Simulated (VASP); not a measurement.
# SiC (P6_3mc) in VASP: notebook

Runs on SiC. Level: r2SCAN. Tasks: single point.

All numbers are computed with VASP 6.6.1; they aren't measurements. Logs are shortened: lines on timing, memory, paths and dates and some standing lists are left out, and cuts for length are marked.

### Step 1. The cell of the first run

It takes space group P6_3mc (No. 186, hexagonal). The conventional cell has a = 2.950 Å, b = 2.950 Å, c = 9.650 Å, α = 90.00°, β = 90.00°, γ = 120.00°. Within 2.4 Å of Si (site symmetry 3m) lie 4 C at 1.81 Å. Within 2.4 Å of Si (site symmetry 3m) lie 4 C at 1.80 to 1.81 Å. Within 2.4 Å of C (site symmetry 3m) lie 4 Si at 1.80 to 1.81 Å. C (site symmetry 3m) has 4 Si at 1.81 Å within 2.4 Å.

### Step 2. Single point, r2SCAN (9.09 Å³/atom)

Contents of POSCAR:

```
SiC
1.0
    2.9500937313      0.0000000000      0.0000000000
   -1.4750468657      2.5548561149      0.0000000000
    0.0000000000      0.0000000000      9.6503979447
Si C
4 4
Direct
    0.6666666667      0.3333333333      0.9377753931
    0.3333333333      0.6666666667      0.4377753931
    0.0000000000      0.0000000000      0.6879932468
    0.0000000000      0.0000000000      0.1879932468
    0.6666666667      0.3333333333      0.7498033052
    0.3333333333      0.6666666667      0.2498033052
    0.0000000000      0.0000000000      0.5004270549
    0.0000000000      0.0000000000      0.0004270549
```

Contents of INCAR.step1:

```
SYSTEM = SiC
PREC = Accurate ; ENCUT = 520
ISMEAR = 0 ; SIGMA = 0.02
LREAL = .False. ; LASPH = .True.
NELM = 80 ; NBANDS = 26
GGA = PE ; ALGO = Normal
EDIFF = 1E-4 ; LWAVE = .True.
LCHARG = .False.
```

Contents of INCAR.step2:

```
SYSTEM = SiC
PREC = Accurate ; ENCUT = 520
EDIFF = 1E-6 ; ISMEAR = 0
SIGMA = 0.02 ; LREAL = .False.
LASPH = .True. ; NELM = 80
ALGO = Normal ; ISIF = 2
LWAVE = .False. ; LCHARG = .True.
METAGGA = R2SCAN ; LMIXTAU = .True.
LELF = .True. ; LVHAR = .True.
NBANDS = 26 ; ISTART = 1
```

Contents of KPOINTS:

```
regular mesh
0
Gamma
  12 12 4
  0 0 0
```

Potentials or basis: VASP PAW PBE potentials, release 64 (Si, C).

Command:

```console
$ cat potpaw_PBE.64/Si/POTCAR potpaw_PBE.64/C/POTCAR > POTCAR
$ cp INCAR.step1 INCAR
$ mpirun -np 1 vasp_std > vasp.out
$ cp INCAR.step2 INCAR
$ mpirun -np 1 vasp_std > vasp.out
```

OUTCAR:

```text
SYSTEM = SiC
   PREC = Accurate
   ENCUT = 520
   EDIFF = 1E-6
   ISMEAR = 0
   LREAL = .False.
   LASPH = .True.
   NELM = 80
   ISIF = 2
   METAGGA = R2SCAN
   ISTART = 1

 ion  position               nearest neighbor table
   1  0.667  0.333  0.938-   8 1.81   8 1.81   8 1.81   5 1.81   3 2.95   3 2.95   3 2.95   4 2.95
                             4 2.95   4 2.95
   2  0.333  0.667  0.438-   7 1.81   7 1.81   7 1.81   6 1.81   4 2.95   4 2.95   4 2.95   3 2.95
                             3 2.95   3 2.95
   3  0.000  0.000  0.688-   5 1.80   5 1.80   5 1.80   7 1.81   1 2.95   1 2.95   1 2.95   2 2.95
                             2 2.95   2 2.95
   4  0.000  0.000  0.188-   6 1.80   6 1.80   6 1.80   8 1.81   2 2.95   2 2.95   2 2.95   1 2.95
                             1 2.95   1 2.95
   5  0.667  0.333  0.750-   3 1.80   3 1.80   3 1.80   1 1.81
   6  0.333  0.667  0.250-   4 1.80   4 1.80   4 1.80   2 1.81
   7  0.000  0.000  0.500-   2 1.81   2 1.81   2 1.81   3 1.81
   8  0.000  0.000  0.000-   1 1.81   1 1.81   1 1.81   4 1.81

  LATTYP: Found a hexagonal cell.
 ALAT       =     2.9500937313
 C/A-ratio  =     3.2712173997

  Lattice vectors:

 A1 = (   2.9500937313,   0.0000000000,   0.0000000000)
 A2 = (  -1.4750468657,   2.5548561149,   0.0000000000)
 A3 = (   0.0000000000,   0.0000000000,   9.6503979447)

Analysis of symmetry for initial positions (statically):
=====================================================================
 Subroutine PRICEL returns:
 Original cell was already a primitive cell.

 Routine SETGRP: Setting up the symmetry group for a
 hexagonal supercell.

 Subroutine GETGRP returns: Found 12 space group operations
 (whereof  6 operations were pure point group operations)
 out of a pool of 24 trial point group operations.

The static configuration has the point symmetry C_3v.
 The point group associated with its full space group is C_6v.

Analysis of symmetry for dynamics (positions and initial velocities):
=====================================================================
 Subroutine PRICEL returns:
 Original cell was already a primitive cell.

 Routine SETGRP: Setting up the symmetry group for a
 hexagonal supercell.

 Subroutine GETGRP returns: Found 12 space group operations
 (whereof  6 operations were pure point group operations)
 out of a pool of 24 trial point group operations.

The dynamic configuration has the point symmetry C_3v.
 The point group associated with its full space group is C_6v.

 Subroutine INISYM returns: Found 12 space group operations
 (whereof  6 operations are pure point group operations),
 and found     1 'primitive' translations

----------------------------------------------------------------------------------------

                                     Primitive cell

  volume of cell :      72.7357

  direct lattice vectors                    reciprocal lattice vectors
     2.950093731  0.000000000  0.000000000     0.338972281  0.195705737  0.000000000
    -1.475046866  2.554856115  0.000000000     0.000000000  0.391411475  0.000000000
     0.000000000  0.000000000  9.650397945     0.000000000  0.000000000  0.103622670

  length of vectors
     2.950093731  2.950093731  9.650397945     0.391411475  0.391411475  0.103622670

  position of ions in fractional coordinates (direct lattice)
     0.666666667  0.333333333  0.937775393
     0.333333333  0.666666667  0.437775393
     0.000000000  0.000000000  0.687993247
     0.000000000  0.000000000  0.187993247
     0.666666667  0.333333333  0.749803305
     0.333333333  0.666666667  0.249803305
     0.000000000  0.000000000  0.500427055
     0.000000000  0.000000000  0.000427055

  ion indices of the primitive-cell ions
   primitive index   ion index
                 1           1
                 2           2
                 3           3
                 4           4
                 5           5
                 6           6
                 7           7
                 8           8

[... 49 lines left out ...]
   METAGGA = R2SCAN    functional components
   LHFCALC =     F    Hartree Fock is set to
   AEXX    =    0.0000 exact exchange contribution
   IVDW    =     0    specifies the selected vdW correction
   LEPSILON=     F    determine dielectric tensor
   LRPA    =     F    only Hartree local field effects (RPA)
 non-spin polarized calculation
 Gauss-broadening in eV      SIGMA  =   0.02
  energy-cutoff  :      520.00
  volume of cell :       72.74
 maximum number of plane-waves:      2016
 NGX is ok and might be reduce to    24
   NGX = 11   NGY = 11   NGZ = 35

 number of electron      32.0000003 magnetization

 Free energy of the ion-electron system (eV)
  ---------------------------------------------------
  ext. energy  EPLUGINS =         0.00000000
  ---------------------------------------------------
  free energy    TOTEN  =       -76.28201733 eV

  energy without entropy =      -76.28201733  energy(sigma->0) =      -76.28201733

 E-fermi :   9.6480     XC(G=0): -12.5201

 val. band max:        9.5647121931   @ k =   0.0000   0.0000   0.0000
 cond. band min:      12.2278423151   @ k =   0.5000  -0.0000   0.0000
 fundamental gap:      2.6631301220
 Fermi energy:         9.6480046015

 k-point     1 :       0.0000    0.0000    0.0000
  band No.  band energies     occupation
      1      -7.7655      2.00000
      2      -6.4153      2.00000
      3      -6.3705      2.00000
      4      -3.6246      2.00000
      5      -0.0844      2.00000
      6       4.7609      2.00000
[... 18 lines left out ...]
     25      18.6389      0.00000
     26      18.9841      0.00000

 k-point     2 :       0.0833    0.0000    0.0000
  band No.  band energies     occupation
      1      -7.6274      2.00000
      2      -6.2820      2.00000
      3      -6.2365      2.00000
      4      -3.5100      2.00000
      5       0.0472      2.00000
      6       4.8101      2.00000
[... 18 lines left out ...]
     25      18.5242      0.00000
[... 608 lines left out ...]
     25      20.1802      0.00000
     26      20.1981      0.00000

 k-point    24 :       0.3333   -0.0000    0.2500
  band No.  band energies     occupation
      1      -5.5575      2.00000
      2      -4.9156      2.00000
      3      -3.7230      2.00000
      4      -2.4012      2.00000
      5       1.6565      2.00000
      6       2.1692      2.00000
[... 18 lines left out ...]
     25      19.8807      0.00000
     26      20.3903      0.00000

 [... further k-points ...]

------------------------ aborting loop because EDIFF is reached ----------------------------------------

  FORCE on cell =-STRESS in cart. coord.  units (eV):
  Direction    XX          YY          ZZ          XY          YZ          ZX
  --------------------------------------------------------------------------------------
  -------------------------------------------------------------------------------------
  Total       16.7214530     16.7214530     16.7187013     -0.0000000      0.0000000      0.0000000
  in kB      368.3300158    368.3300158    368.2694039     -0.0000000      0.0000000      0.0000000
  external PRESSURE =     368.3098118 kB  Pullay stress =       0.0000000 kB

 VOLUME and BASIS-vectors are now :
 -----------------------------------------------------------------------------
  energy-cutoff  :      520.00
  volume of cell :       72.74
      direct lattice vectors                 reciprocal lattice vectors
     2.950093731  0.000000000  0.000000000     0.338972281  0.195705737  0.000000000
    -1.475046866  2.554856115  0.000000000     0.000000000  0.391411475  0.000000000
     0.000000000  0.000000000  9.650397945     0.000000000  0.000000000  0.103622670

 POSITION                                       TOTAL-FORCE (eV/Angst)
 -----------------------------------------------------------------------------------
      1.47505      0.85162      9.04991         0.000000     -0.000000     -0.004944
     -0.00000      1.70324      4.22471        -0.000000      0.000000     -0.004944
      0.00000      0.00000      6.63941        -0.000000     -0.000000     -0.000396
      0.00000      0.00000      1.81421        -0.000000      0.000000     -0.000396
      1.47505      0.85162      7.23590         0.000000      0.000000      0.004091
     -0.00000      1.70324      2.41070        -0.000000      0.000000      0.004091
      0.00000      0.00000      4.82932         0.000000     -0.000000      0.001249
      0.00000      0.00000      0.00412         0.000000      0.000000      0.001249
 -----------------------------------------------------------------------------------
    total drift:                                0.000000      0.000000     -0.001161

  FREE ENERGIE OF THE ION-ELECTRON SYSTEM (eV)
  ---------------------------------------------------
  free  energy   TOTEN  =       -76.2820173287 eV

  energy  without entropy=      -76.2820173287  energy(sigma->0) =      -76.28201733
```

It took 2.5 min on 1 thread of Intel Xeon 6975P-C (Granite Rapids), shared host; peak memory 0.24 GiB.

Results:

```yaml
Free_energy: -76.2820 eV
Pressure: 36.8 GPa
Largest_force: 0.005 eV/Å
Band_gap_on_the_k_mesh: 2.66 eV (least direct gap 3.86 eV)
```

Forces on the atoms (eV/Å):
```
Si   0.000  0.000 -0.005
Si   0.000  0.000 -0.005
Si   0.000  0.000  0.000
Si   0.000  0.000  0.000
C    0.000  0.000  0.004
C    0.000  0.000  0.004
C    0.000  0.000  0.001
C    0.000  0.000  0.001
```

Caveat: the cell stands under pressure; the PAW data sets were made with another functional, which shifts forces and pressure a little.

### Step 3. Single point, r2SCAN (9.40 Å³/atom)

This run uses another cell than the first one, of 9.40 Å³/atom.

Contents of POSCAR:

```
SiC
1.0
    2.9829808624      0.0000000000      0.0000000000
   -1.4914904312      2.5833372058      0.0000000000
    0.0000000000      0.0000000000      9.7605578035
Si C
4 4
Direct
    0.6666666667      0.3333333333      0.9377815177
    0.3333333333      0.6666666667      0.4377815177
    0.0000000000      0.0000000000      0.6879698157
    0.0000000000      0.0000000000      0.1879698157
    0.6666666667      0.3333333333      0.7498109488
    0.3333333333      0.6666666667      0.2498109488
    0.0000000000      0.0000000000      0.5004367178
    0.0000000000      0.0000000000      0.0004367178
```

Contents of INCAR.step1:

```
ALGO = Normal ; EDIFF = 1E-4
ENCUT = 520 ; GGA = PE
ISMEAR = 0 ; LASPH = T
LCHARG = F ; LREAL = F
LWAVE = T ; NBANDS = 26
NELM = 80 ; PREC = Accurate
SIGMA = 0.02
```

Contents of INCAR.step2:

```
ALGO = Normal ; EDIFF = 1E-6
ENCUT = 520 ; ISIF = 2
ISMEAR = 0 ; ISTART = 1
LASPH = T ; LCHARG = F
LMIXTAU = T ; LREAL = F
LWAVE = F ; METAGGA = R2SCAN
NBANDS = 26 ; NELM = 80
PREC = Accurate ; SIGMA = 0.02
```

Contents of KPOINTS:

```
k-points
0
Gamma
  12 12 4
```

Potentials or basis: VASP PAW PBE potentials, release 64 (Si, C).

Command:

```console
$ cat potpaw_PBE.64/Si/POTCAR potpaw_PBE.64/C/POTCAR > POTCAR
$ cp INCAR.step1 INCAR
$ mpirun -np 1 vasp_std > vasp.out
$ cp INCAR.step2 INCAR
$ mpirun -np 1 vasp_std > vasp.out
```

It took 2.8 min on 1 thread of Intel Xeon 6975P-C (Granite Rapids), shared host; peak memory 0.25 GiB.

It converged, with:

```
Free energy            : -76.7625 eV
Pressure               : 25.4 GPa
Largest force          : 0.004 eV/Å
Band gap on the k mesh : 2.65 eV (least direct gap 3.85 eV)
```

Forces in eV/Å, atoms in the order of the input:
```
Si   0.000  0.000  0.000
Si   0.000  0.000  0.000
Si   0.000  0.000 -0.004
Si   0.000  0.000 -0.004
C    0.000  0.000  0.003
C    0.000  0.000  0.003
C    0.000  0.000  0.002
C    0.000  0.000  0.002
```

Levels at points of the mesh, in eV from the valence-band top:
| k point | band 13 | band 14 | band 15 | band 16 | band 17 | band 18 | band 19 | band 20 |
| --- | --- | --- | --- | --- | --- | --- | --- | --- |
| (0.00, 0.00, 0.00) | -0.62 | -0.05 | 0.00 | 0.00 | 6.56 | 7.14 | 7.83 | 8.02 |
| (0.50, 0.00, 0.00) | -2.60 | -2.42 | -1.70 | -1.20 | 2.65 | 2.88 | 5.04 | 5.88 |
| (0.00, 0.00, 0.50) | -0.22 | -0.22 | -0.22 | -0.22 | 6.77 | 6.77 | 8.19 | 8.19 |
| (0.50, 0.00, 0.50) | -2.70 | -2.70 | -1.68 | -1.68 | 3.14 | 3.14 | 4.97 | 4.97 |

Caveat: the cell stands under pressure; the PAW data sets were made with another functional, which shifts forces and pressure a little. A k mesh can miss the band edges.

### Step 4. Single point, r2SCAN (9.71 Å³/atom)

This run uses another cell than the first one, of 9.71 Å³/atom.

Contents of POSCAR:

```
SiC
1.0
    3.0151581235      0.0000000000      0.0000000000
   -1.5075790618      2.6112035314      0.0000000000
    0.0000000000      0.0000000000      9.8682887319
Si C
4 4
Direct
    0.6666666667      0.3333333333      0.9378156994
    0.3333333333      0.6666666667      0.4378156994
    0.0000000000      0.0000000000      0.6879373597
    0.0000000000      0.0000000000      0.1879373597
    0.6666666667      0.3333333333      0.7497988929
    0.3333333333      0.6666666667      0.2497988929
    0.0000000000      0.0000000000      0.5004470479
    0.0000000000      0.0000000000      0.0004470479
```

Contents of INCAR.step1:

```
  ALGO = Normal
  EDIFF = 1E-4
  ENCUT = 520
  GGA = PE
  ISMEAR = 0
  LASPH = T
  LCHARG = F
  LREAL = F
  LWAVE = T
  NBANDS = 26
  NELM = 80
  PREC = Accurate
  SIGMA = 0.02
```

Contents of INCAR.step2:

```
  ALGO = Normal
  EDIFF = 1E-6
  ENCUT = 520
  ISIF = 2
  ISMEAR = 0
  ISTART = 1
  LASPH = T
  LCHARG = F
  LMIXTAU = T
  LREAL = F
  LWAVE = F
  METAGGA = R2SCAN
  NBANDS = 26
  NELM = 80
  PREC = Accurate
  SIGMA = 0.02
```

KPOINTS is that of step 3.

Command:

```console
$ cat potpaw_PBE.64/Si/POTCAR potpaw_PBE.64/C/POTCAR > POTCAR
$ cp INCAR.step1 INCAR
$ mpirun -np 1 vasp_std > vasp.out
$ cp INCAR.step2 INCAR
$ mpirun -np 1 vasp_std > vasp.out
```

Wall time 2.6 min (1 thread of Intel Xeon 6975P-C (Granite Rapids), shared host); peak memory 0.25 GiB.

It converged, with:

```yaml
Free_energy: -77.0792 eV
Pressure: 15.6 GPa
Largest_force: 0.007 eV/Å
Band_gap_on_the_k_mesh: 2.64 eV (least direct gap 3.83 eV)
```

Forces in eV/Å, atoms in the order of the input:
```
Si   0.000  0.000 -0.007
Si   0.000  0.000 -0.007
Si   0.000  0.000 -0.002
Si   0.000  0.000 -0.002
C    0.000  0.000  0.007
C    0.000  0.000  0.007
C    0.000  0.000  0.001
C    0.000  0.000  0.001
```

Levels at points of the mesh, in eV from the valence-band top:
```tsv
k point	band 14	band 15	band 16	band 17	band 18	band 19
(0.00, 0.00, 0.00)	-0.05	0.00	0.00	6.25	6.83	7.51
(0.50, 0.00, 0.00)	-2.39	-1.68	-1.19	2.64	2.84	4.93
(0.00, 0.00, 0.50)	-0.22	-0.22	-0.22	6.46	6.46	7.98
(0.50, 0.00, 0.50)	-2.66	-1.67	-1.67	3.11	3.11	4.87
```

Caveat: the cell stands under pressure; the PAW data sets were made with another functional, which shifts forces and pressure a little.

### Step 5. Single point, r2SCAN (10.02 Å³/atom)

This run uses another cell than the first one, of 10.02 Å³/atom.

Contents of POSCAR:

```
SiC
1.0
    3.0467385826      0.0000000000      0.0000000000
   -1.5233692913      2.6385530112      0.0000000000
    0.0000000000      0.0000000000      9.9732229857
Si C
4 4
Direct
    0.6666666667      0.3333333333      0.9378326366
    0.3333333333      0.6666666667      0.4378326366
    0.0000000000      0.0000000000      0.6879166719
    0.0000000000      0.0000000000      0.1879166719
    0.6666666667      0.3333333333      0.7497966996
    0.3333333333      0.6666666667      0.2497966996
    0.0000000000      0.0000000000      0.5004529919
    0.0000000000      0.0000000000      0.0004529919
```

Contents of INCAR.step1:

```
SYSTEM = SiC
ALGO = Normal
EDIFF = 1E-4
ENCUT = 520
GGA = PE
ISMEAR = 0
LASPH = .TRUE.
LCHARG = .FALSE.
LREAL = .FALSE.
LWAVE = .TRUE.
NBANDS = 26
NELM = 100
PREC = Accurate
SIGMA = 0.02
```

Contents of INCAR.step2:

```
SYSTEM = SiC
ALGO = Normal
EDIFF = 1E-6
ENCUT = 520
ISIF = 2
ISMEAR = 0
ISTART = 1
LASPH = .TRUE.
LCHARG = .FALSE.
LMIXTAU = .TRUE.
LREAL = .FALSE.
LWAVE = .FALSE.
METAGGA = R2SCAN
NBANDS = 26
NELM = 100
PREC = Accurate
SIGMA = 0.02
```

Contents of KPOINTS:

```
k-points
0
G
  12 12 4
  0 0 0
```

Command:

```console
$ cat potpaw_PBE.64/Si/POTCAR potpaw_PBE.64/C/POTCAR > POTCAR
$ cp INCAR.step1 INCAR
$ mpirun -np 1 vasp_std > vasp.out
$ cp INCAR.step2 INCAR
$ mpirun -np 1 vasp_std > vasp.out
```

Wall time 2.6 min (1 thread of Intel Xeon 6975P-C (Granite Rapids), shared host); peak memory 0.26 GiB.

It converged, with:

* Free energy: -77.2546 eV
* Pressure: 7.1 GPa
* Largest force: 0.005 eV/Å
* Band gap on the k mesh: 2.63 eV (least direct gap 3.81 eV)

Forces on the atoms (eV/Å):
```
Si   0.000  0.000 -0.005
Si   0.000  0.000 -0.005
Si   0.000  0.000 -0.002
Si   0.000  0.000 -0.002
C    0.000  0.000  0.005
C    0.000  0.000  0.005
C    0.000  0.000  0.002
C    0.000  0.000  0.002
```

Levels at points of the mesh, in eV from the valence-band top:
```tsv
k point	band 14	band 15	band 16	band 17	band 18	band 19
(0.00, 0.00, 0.00)	-0.05	0.00	0.00	5.95	6.54	7.20
(0.50, 0.00, 0.00)	-2.36	-1.66	-1.19	2.63	2.81	4.83
(0.00, 0.00, 0.50)	-0.22	-0.22	-0.22	6.16	6.16	7.68
(0.50, 0.00, 0.50)	-2.62	-1.65	-1.65	3.08	3.08	4.78
```

Caveat: the cell stands under pressure; the PAW data sets were made with another functional, which shifts forces and pressure a little. A k mesh can miss the band edges.

### Step 6. The runs side by side

| cell | gap on the mesh (eV) | pressure (GPa) | largest force (eV/Å) |
| --- | --- | --- | --- |
| a = 2.950, b = 2.950, c = 9.650 Å, angles 90.0, 90.0, 120.0°, 8 atoms | 2.66 | 36.8 | - |
| a = 2.983, b = 2.983, c = 9.761 Å, angles 90.0, 90.0, 120.0°, 8 atoms | 2.65 | 25.4 | - |
| a = 3.015, b = 3.015, c = 9.868 Å, angles 90.0, 90.0, 120.0°, 8 atoms | 2.64 | 15.6 | 0.01 |
| a = 3.047, b = 3.047, c = 9.973 Å, angles 90.0, 90.0, 120.0°, 8 atoms | 2.63 | 7.1 | 0.01 |

Alike in all rows: task single point; level r2SCAN; potentials or basis VASP PAW PBE potentials, release 64 (Si, C); no spin polarisation; k mesh 12 × 12 × 4; cutoff (eV) 520; smearing gaussian 0.02 eV.

Caveats: the cell stands under pressure; the PAW data sets were made with another functional, which shifts forces and pressure a little.

Total energies depend on the potentials used, so only differences within one code and one set of settings carry meaning.
